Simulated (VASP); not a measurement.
Wanted: the native input for a VASP 6.6.1 run.

| Property | Result |
| --- | --- |
| Task | single point |
| Functional | r2SCAN |
| Potentials or basis | VASP PAW PBE potentials, release 64 (F, Br, K_sv) |
| Cutoff | 520 eV |
| k mesh | 6 × 6 × 6 |
| Occupations | gaussian, width 0.01 eV |
| Spin | no spin polarisation |
| Dipole correction | no |
| Further INCAR settings | ALGO = Normal; EDIFF = 1e-07; NBANDS = 24 |

Crystal: K2BrF.

```xyz
4
Lattice="2.0891 1.2061 6.9683 -2.0891 1.2061 6.9683 0.0000 -2.4123 6.9683" Properties=species:S:1:pos:R:3 pbc="T T T"
F     2.0891    1.2061    6.9683
Br    0.0000    0.0000   10.4524
K     0.0000    0.0000    5.5845
K     0.0000    0.0000   15.3204
```

These files were run (other wordings do the same):

POSCAR

```
K2BrF
1.0
    2.0890765100      1.2061288854      6.9682934235
   -2.0890765100      1.2061288854      6.9682934235
    0.0000000000     -2.4122577708      6.9682934235
F Br K
1 1 2
Direct
    1.0000000000      0.0000000000      0.0000000000
    0.5000000000      0.5000000000      0.5000000000
    0.2671398778      0.2671398778      0.2671398778
    0.7328601222      0.7328601222      0.7328601222
```

INCAR.step1

```
PREC = Accurate
ENCUT = 520
ISMEAR = 0
SIGMA = 0.01
LREAL = F
LASPH = T
NELM = 80
NBANDS = 24
GGA = PE
ALGO = Normal
EDIFF = 1E-4
LWAVE = T
LCHARG = F
```

INCAR.step2

```
PREC = Accurate
ENCUT = 520
EDIFF = 1E-7
ISMEAR = 0
SIGMA = 0.01
LREAL = F
LASPH = T
NELM = 80
ALGO = Normal
ISIF = 2
LWAVE = F
LCHARG = F
METAGGA = R2SCAN
LMIXTAU = T
NBANDS = 24
ISTART = 1
```

KPOINTS

```
Automatic mesh
0
Gamma
  6 6 6
```

Potentials or basis: VASP PAW PBE potentials, release 64 (F, Br, K_sv).

Command:

```console
$ cat potpaw_PBE.64/F/POTCAR potpaw_PBE.64/Br/POTCAR potpaw_PBE.64/K_sv/POTCAR > POTCAR
$ cp INCAR.step1 INCAR
$ mpirun -np 1 vasp_std > vasp.out
$ cp INCAR.step2 INCAR
$ mpirun -np 1 vasp_std > vasp.out
```

It gave:

```
Pressure               : 0.0 GPa
Largest force          : 0.004 eV/Å
Band gap on the k mesh : 4.73 eV
```

Caveat: the PAW data sets were made with another functional, which shifts forces and pressure a little.

It took 10 min on 1 thread of Intel(R) Xeon(R) Platinum 8488C (Sapphire Rapids), with other jobs on the host, peak memory 0.5 GiB.
